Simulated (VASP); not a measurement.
# Cu (Fm-3m) in VASP: single point with LDA

Aim: the single point of Cu with LDA.

All numbers are computed with VASP 6.6.1; they aren't measurements. Logs are shortened: lines on timing, memory, paths and dates and some standing lists are left out, and cuts for length are marked.

### Step 1. The cell of the first run

Symmetry: Fm-3m, No. 225, cubic system. Conventional cell: a = 3.512 Å, b = 3.512 Å, c = 3.512 Å, α = 90.00°, β = 90.00°, γ = 90.00°. Within 3.3 Å of Cu (site symmetry m-3m) lie 12 Cu at 2.48 Å.

### Step 2. Single point, LDA

The input, INCAR:

```
SYSTEM = Cu
PREC = Accurate ; ENCUT = 820
EDIFF = 1E-6 ; ISMEAR = -1
SIGMA = 0.1 ; LREAL = .FALSE.
LASPH = .TRUE. ; NELM = 120
ALGO = Normal ; ISIF = 2
LWAVE = .FALSE. ; LCHARG = .TRUE.
LELF = .TRUE. ; LVHAR = .TRUE.
NBANDS = 16 ; GGA_COMPAT = .FALSE.
```

The input, KPOINTS:

```
regular mesh
0
G
  26 26 26
  0 0 0
```

The input, POSCAR:

```
Cu
1.0
    0.0000000000      1.7561229976      1.7561229976
    1.7561229976      0.0000000000      1.7561229976
    1.7561229976      1.7561229976      0.0000000000
Cu
1
Direct
    0.0000000000      0.0000000000      0.0000000000
```

Potentials or basis: VASP PAW LDA potentials, release 64 (Cu_sv_GW).

The run is started by

```bash
$ cat potpaw_LDA.64/Cu_sv_GW/POTCAR > POTCAR
$ mpirun -np 1 vasp_std > vasp.out
```

OUTCAR:

```text
SYSTEM = Cu
   PREC = Accurate
   ENCUT = 820
   EDIFF = 1E-6
   ISMEAR = -1
   LREAL = .FALSE.
   LASPH = .TRUE.
   NELM = 120
   ISIF = 2

 ion  position               nearest neighbor table
   1  0.000  0.000  0.000-

  LATTYP: Found a face centered cubic cell.
 ALAT       =     3.5122459952

  Lattice vectors:

 A1 = (   0.0000000000,   1.7561229976,   1.7561229976)
 A2 = (   1.7561229976,   0.0000000000,   1.7561229976)
 A3 = (   1.7561229976,   1.7561229976,   0.0000000000)

Analysis of symmetry for initial positions (statically):
=====================================================================
 Subroutine PRICEL returns:
 Original cell was already a primitive cell.

 Routine SETGRP: Setting up the symmetry group for a
 face centered cubic supercell.

 Subroutine GETGRP returns: Found 48 space group operations
 (whereof 48 operations were pure point group operations)
 out of a pool of 48 trial point group operations.

The static configuration has the point symmetry O_h .

Analysis of symmetry for dynamics (positions and initial velocities):
=====================================================================
 Subroutine PRICEL returns:
 Original cell was already a primitive cell.

 Routine SETGRP: Setting up the symmetry group for a
 face centered cubic supercell.

 Subroutine GETGRP returns: Found 48 space group operations
 (whereof 48 operations were pure point group operations)
 out of a pool of 48 trial point group operations.

The dynamic configuration has the point symmetry O_h .

 Subroutine INISYM returns: Found 48 space group operations
 (whereof 48 operations are pure point group operations),
 and found     1 'primitive' translations

----------------------------------------------------------------------------------------

                                     Primitive cell

  volume of cell :      10.8317

  direct lattice vectors                    reciprocal lattice vectors
     0.000000000  1.756122998  1.756122998    -0.284718098  0.284718098  0.284718098
     1.756122998  0.000000000  1.756122998     0.284718098 -0.284718098  0.284718098
     1.756122998  1.756122998  0.000000000     0.284718098  0.284718098 -0.284718098

  length of vectors
     2.483532960  2.483532960  2.483532960     0.493146212  0.493146212  0.493146212

  position of ions in fractional coordinates (direct lattice)
     0.000000000  0.000000000  0.000000000

  ion indices of the primitive-cell ions
   primitive index   ion index
                 1           1

----------------------------------------------------------------------------------------

 KPOINTS: regular mesh

Automatic generation of k-mesh.
 Grid dimensions read from file:
 generate k-points for:   26   26   26

 Generating k-lattice:

  Cartesian coordinates                     Fractional coordinates (reciprocal lattice)
    -0.010950696  0.010950696  0.010950696     0.038461538  0.000000000  0.000000000
     0.010950696 -0.010950696  0.010950696     0.000000000  0.038461538  0.000000000
     0.010950696  0.010950696 -0.010950696     0.000000000  0.000000000  0.038461538

  Length of vectors
     0.018967162  0.018967162  0.018967162

  Shift w.r.t. Gamma in fractional coordinates (k-lattice)
     0.000000000  0.000000000  0.000000000

 Subroutine IBZKPT returns following result:
 ===========================================

 Found    511 irreducible k-points:

 Following reciprocal coordinates:
            Coordinates               Weight
  0.000000  0.000000  0.000000      1.000000
  0.038462  0.000000  0.000000      8.000000
  0.076923  0.000000  0.000000      8.000000
  0.115385  0.000000  0.000000      8.000000
  0.153846  0.000000  0.000000      8.000000
  0.192308  0.000000  0.000000      8.000000
[... 16 lines left out ...]
  0.346154  0.038462  0.000000     24.000000
  0.384615  0.038462  0.000000     24.000000
 [... further k-points ...]
   k-points           NKPTS =    511   k-points in BZ     NKDIM =    511   number of bands    NBANDS=     16
   number of dos      NEDOS =    301   number of ions     NIONS =      1
   total plane-waves  NPLWV =  13824
   dimension x,y,z NGX =    24 NGY =   24 NGZ =   24
   dimension x,y,z NGXF=    48 NGYF=   48 NGZF=   48
   ions per type =               1
   NGX,Y,Z   is equivalent  to a cutoff of  16.07, 16.07, 16.07 a.u.
   NGXF,Y,Z  is equivalent  to a cutoff of  32.13, 32.13, 32.13 a.u.
 SYSTEM =  Cu
   PREC   = accura    normal or accurate (medium, high low for compatibility)
   ISTART =      0    job   : 0-new  1-cont  2-samecut
   ICHARG =      2    charge: 1-file 2-atom 10-const
   ISPIN  =      1    spin polarized calculation?
   LNONCOLLINEAR =      F non collinear calculations
   LSORBIT =      F    spin-orbit coupling
   LASPH  =      T    aspherical Exc in radial PAW
   ENCUT  =  820.0 eV  60.27 Ry    7.76 a.u.   5.80  5.80  5.80*2*pi/ulx,y,z
   NELM   =    120;   NELMIN=  2; NELMDL= -5     # of ELM steps
   EDIFF  = 0.1E-05   stopping-criterion for ELM
   LREAL  =      F    real-space projection
   EDIFFG = 0.1E-04   stopping-criterion for IOM
   NSW    =      0    number of steps for IOM
   IBRION =     -1    ionic relax: 0-MD 1-quasi-New 2-CG
   NFREE  =      0    steps in history (QN), initial steepest desc. (CG)
   ISIF   =      2    stress and relaxation
   ISYM   =      2    0-nonsym 1-usesym 2-fastsym
   POTIM  = 0.5000    time-step for ionic-motion
   TEBEG  =    0.0;   TEEND  =   0.0 temperature during run
   PSTRESS=    0.0 pullay stress
   NELECT =      19.0000    total number of electrons
   NUPDOWN=      -1.0000    fix difference up-down
   EMIN   =  10.00;   EMAX   =-10.00  energy-range for DOS
   EFERMI =   0.00;   METHOD = LEGACY
   ISMEAR =    -1;   SIGMA  =   0.10  broadening in eV -4-tet -1-fermi 0-gaus
   EFERMI_NEDOS =   21; number of points for ismear=-14 and -15
   IALGO  =     38    algorithm
   IMIX   =      4    mixing-type and parameters
     AMIX     =   0.40;   BMIX     =  1.00
     AMIX_MAG =   1.60;   BMIX_MAG =  1.00
  volume/ion in A,a.u.               =      10.83        73.10
  Fermi-wavevector in a.u.,A,eV,Ry     =   1.974366  3.731012 53.037183  3.898123
  Thomas-Fermi vector in A             =   2.996179
   LORBIT       =      0    0 simple, 1 ext, 2 COOP (PROOUT), +10 PAW based schemes
   GGA     = CA    functional components
   LHFCALC =     F    Hartree Fock is set to
   AEXX    =    0.0000 exact exchange contribution
   IVDW    =     0    specifies the selected vdW correction
   LEPSILON=     F    determine dielectric tensor
   LRPA    =     F    only Hartree local field effects (RPA)
 non-spin polarized calculation
  energy-cutoff  :      820.00
  volume of cell :       10.83
 maximum number of plane-waves:       589
   NGX = 11   NGY = 11   NGZ = 11

 number of electron      19.0000001 magnetization

 Free energy of the ion-electron system (eV)
  ---------------------------------------------------
  ext. energy  EPLUGINS =         0.00000000
  ---------------------------------------------------
  free energy    TOTEN  =        -4.86526129 eV

  energy without entropy =       -4.85624137  energy(sigma->0) =       -4.86075133

 E-fermi :   8.3361     XC(G=0): -14.3943

 val. band max:        8.3266211430   @ k =  -0.4615   0.1154   0.0385
 cond. band min:       8.3375755039   @ k =  -0.4231   0.1154   0.0000
 fundamental gap:      0.0109543608
 Fermi energy:         8.3361147985

 k-point     1 :       0.0000    0.0000    0.0000
  band No.  band energies     occupation
      1    -103.4146      2.00000
      2     -61.2883      2.00000
      3     -61.2883      2.00000
      4     -61.2883      2.00000
      5      -1.7789      2.00000
      6       4.9745      2.00000
[... 8 lines left out ...]
     15      37.3548      0.00000
     16      37.3548      0.00000

 k-point     2 :       0.0385    0.0000    0.0000
  band No.  band energies     occupation
      1    -103.4142      2.00000
      2     -61.2907      2.00000
      3     -61.2886      2.00000
      4     -61.2886      2.00000
      5      -1.7214      2.00000
      6       4.9607      2.00000
[... 8 lines left out ...]
     15      37.6309      0.00000
     16      37.6309      0.00000

 k-point     3 :       0.0769    0.0000    0.0000
  band No.  band energies     occupation
      1    -103.4135      2.00000
      2     -61.2976      2.00000
      3     -61.2899      2.00000
      4     -61.2899      2.00000
      5      -1.5496      2.00000
      6       4.9214      2.00000
[... 8 lines left out ...]
     15      38.2860      0.00000
     16      38.2860      0.00000

 k-point     4 :       0.1154    0.0000    0.0000
  band No.  band energies     occupation
      1    -103.4120      2.00000
      2     -61.3083      2.00000
      3     -61.2915      2.00000
      4     -61.2915      2.00000
      5      -1.2670      2.00000
      6       4.8621      2.00000
[... 8 lines left out ...]
     15      39.0754      0.00000
     16      39.0756      0.00000

 k-point     5 :       0.1538    0.0000    0.0000
  band No.  band energies     occupation
      1    -103.4099      2.00000
      2     -61.3224      2.00000
      3     -61.2935      2.00000
      4     -61.2935      2.00000
      5      -0.8793      2.00000
      6       4.7919      2.00000
[... 8 lines left out ...]
     15      39.2859      0.00000
     16      39.6783      0.00000

 k-point     6 :       0.1923    0.0000    0.0000
  band No.  band energies     occupation
      1    -103.4075      2.00000
      2     -61.3390      2.00000
      3     -61.2960      2.00000
      4     -61.2960      2.00000
      5      -0.3967      2.00000
      6       4.7245      2.00000
[... 8 lines left out ...]
     15      39.3057      0.00000
     16      39.4622      0.00000
[... 267 lines left out ...]
 k-point    21 :       0.2692    0.0385    0.0000
  band No.  band energies     occupation
      1    -103.4030      2.00000
      2     -61.3700      2.00000
      3     -61.3029      2.00000
      4     -61.3003      2.00000
      5       0.6122      2.00000
      6       4.6479      2.00000
[... 8 lines left out ...]
     15      36.5075      0.00000
     16      39.0968      0.00000

 k-point    22 :       0.3077    0.0385    0.0000
  band No.  band energies     occupation
      1    -103.4003      2.00000
      2     -61.3885      2.00000
      3     -61.3055      2.00000
      4     -61.3032      2.00000
      5       1.2253      2.00000
      6       4.7064      2.00000
[... 8 lines left out ...]
     15      36.0089      0.00000
     16      38.2186      0.00000

 k-point    23 :       0.3462    0.0385    0.0000
  band No.  band energies     occupation
      1    -103.3979      2.00000
      2     -61.4055      2.00000
      3     -61.3080      2.00000
      4     -61.3060      2.00000
      5       1.7885      2.00000
      6       4.8951      2.00000
[... 8 lines left out ...]
     15      35.6089      0.00000
     16      37.4051      0.00000

 k-point    24 :       0.3846    0.0385    0.0000
  band No.  band energies     occupation
      1    -103.3958      2.00000
      2     -61.4203      2.00000
      3     -61.3101      2.00000
      4     -61.3086      2.00000
      5       2.2232      2.00000
      6       5.0008      2.00000
[... 8 lines left out ...]
     15      35.3396      0.00000
     16      36.6839      0.00000

 [... further k-points ...]

------------------------ aborting loop because EDIFF is reached ----------------------------------------

  FORCE on cell =-STRESS in cart. coord.  units (eV):
  Direction    XX          YY          ZZ          XY          YZ          ZX
  --------------------------------------------------------------------------------------
  -------------------------------------------------------------------------------------
  Total        0.0162010      0.0162010      0.0162010     -0.0000000      0.0000000     -0.0000000
  in kB        2.3963914      2.3963914      2.3963914     -0.0000000      0.0000000     -0.0000000
  external PRESSURE =       2.3963914 kB  Pullay stress =       0.0000000 kB

 VOLUME and BASIS-vectors are now :
 -----------------------------------------------------------------------------
  energy-cutoff  :      820.00
  volume of cell :       10.83
      direct lattice vectors                 reciprocal lattice vectors
     0.000000000  1.756122998  1.756122998    -0.284718098  0.284718098  0.284718098
     1.756122998  0.000000000  1.756122998     0.284718098 -0.284718098  0.284718098
     1.756122998  1.756122998  0.000000000     0.284718098  0.284718098 -0.284718098

 POSITION                                       TOTAL-FORCE (eV/Angst)
 -----------------------------------------------------------------------------------
      0.00000      0.00000      0.00000         0.000000      0.000000      0.000000
 -----------------------------------------------------------------------------------
    total drift:                                0.000000      0.000000     -0.000000

  FREE ENERGIE OF THE ION-ELECTRON SYSTEM (eV)
  ---------------------------------------------------
  free  energy   TOTEN  =        -4.8652612892 eV

  energy  without entropy=       -4.8562413702  energy(sigma->0) =       -4.86075133
```

Wall time 69 s (1 thread of Intel Xeon Platinum 8488C (Sapphire Rapids), shared host); peak memory 0.31 GiB.

What came out:

| Property | Result |
| --- | --- |
| Free energy | -4.8653 eV |
| Pressure | 0.2 GPa |
| Band gap on the k mesh | zero (an odd number of electrons rules out a gap without spin polarisation) |
